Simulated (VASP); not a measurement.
The system is AgI.

```
Ag I
1.0
     0.00000    3.28863    3.28863
     3.28863    0.00000    3.28863
     3.28863    3.28863    0.00000
Ag I
1 1
Direct
  0.00000 0.00000 0.00000
  0.25000 0.25000 0.25000
```

Base run:

| Quantity | Value |
| --- | --- |
| Program | VASP 6.6.1 |
| Functional | PBE |
| Potentials or basis | VASP PAW PBE potentials, release 64 (Ag, I) |
| Cutoff | 500 eV |
| k mesh | 4 × 4 × 4 |
| Occupations | methfessel-paxton, width 0.001 eV |
| Spin | no spin polarisation |

Its results: band gap on the k mesh 1.34 eV, direct; pressure 0.7 GPa.

Q: The run is repeated on the same cell with these changes: functional from PBE to HSE06; cutoff from 500 eV to 400 eV; occupations from methfessel-paxton, width 0.001 eV to gaussian, width 0.01 eV. What comes out?

A: Band gap on the k mesh 2.48 eV, direct; pressure 0.4 GPa.

Caveats: spin-orbit coupling is left out, which moves the levels of the heavy elements; the PAW data sets were made with another functional, which shifts forces and pressure a little (some runs).

